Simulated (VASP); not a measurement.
Here is a VASP 6.6.1 calculation.

The input INCAR:

```
SYSTEM = SrTiO3
PREC = Accurate ; ENCUT = 520
EDIFF = 1E-6 ; ISMEAR = 0
SIGMA = 0.05 ; LREAL = .FALSE.
LASPH = .TRUE. ; NELM = 80
ALGO = Normal ; ISIF = 2
LWAVE = .FALSE. ; LCHARG = .TRUE.
GGA = PE ; LELF = .TRUE.
LVHAR = .TRUE. ; NBANDS = 28
```

Contents of KPOINTS:

```
Automatic mesh
0
G
  8 8 8
  0 0 0
```

POSCAR

```
SrTiO3
1.0
    4.0741837684      0.0000000000      0.0000000000
    0.0000000000      4.0741837684      0.0000000000
    0.0000000000      0.0000000000      3.6608607774
Sr Ti O
1 1 3
Direct
    0.0006835254      0.0000000000      0.0000000000
    0.5032269229      0.5000000000      0.5000000000
   -0.0048775414      0.5000000000      0.5000000000
    0.4957398015      0.0000000000      0.5000000000
    0.4957398015      0.5000000000      0.0000000000
```

Potentials or basis: VASP PAW PBE potentials, release 64 (Sr_sv, Ti_sv, O).

Command:

```console
$ cat potpaw_PBE.64/Sr_sv/POTCAR potpaw_PBE.64/Ti_sv/POTCAR potpaw_PBE.64/O/POTCAR > POTCAR
$ mpirun -np 1 vasp_std > vasp.out
```

Q: What does it give for the pressure?

A: 4.5 GPa.

Q: Predict the largest force.

A: 0.192 eV/Å.

Forces on the atoms (eV/Å):
```
Sr   0.022  0.000  0.000
Ti   0.192  0.000  0.000
O   -0.109  0.000  0.000
O    0.020  0.000  0.000
O   -0.125  0.000  0.000
```

Caveat: the cell differs from its parent crystal (mode 1 frozen in at -0.019 Å, strain +e along z and -e/2 along x and y -0.0700).
